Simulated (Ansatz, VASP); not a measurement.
**ScBPt3 in VASP and in Ansatz**

```
CELL_PARAMETERS angstrom
3.84666 0.00000 0.00000
0.00000 3.84666 0.00000
0.00000 0.00000 4.87307
ATOMIC_POSITIONS crystal
Pt 0.00000 0.50000 0.50000
Pt 0.50000 0.00000 0.50000
Pt 0.50000 0.50000 0.10760
B 0.50000 0.50000 0.66500
Sc 0.00000 0.00000 0.00000
```

Alike in both runs: task single point; functional r2SCAN; k mesh 9 × 9 × 7; no spin polarisation.

|  | VASP | Ansatz |
| --- | --- | --- |
| version | VASP 6.6.1 | Ansatz 0.2.0 |
| potentials or method | VASP PAW PBE potentials, release 64 (Pt, B, Sc_sv), cutoff 520 eV | PAW plane waves |
| occupations | fermi-dirac, width 0.1 eV | fermi-dirac |
| valence electrons in the cell | 44 | 68 |

|  | VASP | Ansatz | Ansatz less VASP |
| --- | --- | --- | --- |
| pressure (GPa) | 11.2 | 10.3 | -0.92 |
| rms of the force components (eV/Å) | 0.873 | 0.860 | -0.0133 |

VASP's potentials were made for PBE, not for r2SCAN. VASP's potentials hold 44 valence electrons a cell and Ansatz's 68, so a difference there can come from the potentials and not from the codes.

Spin-orbit coupling is off throughout.
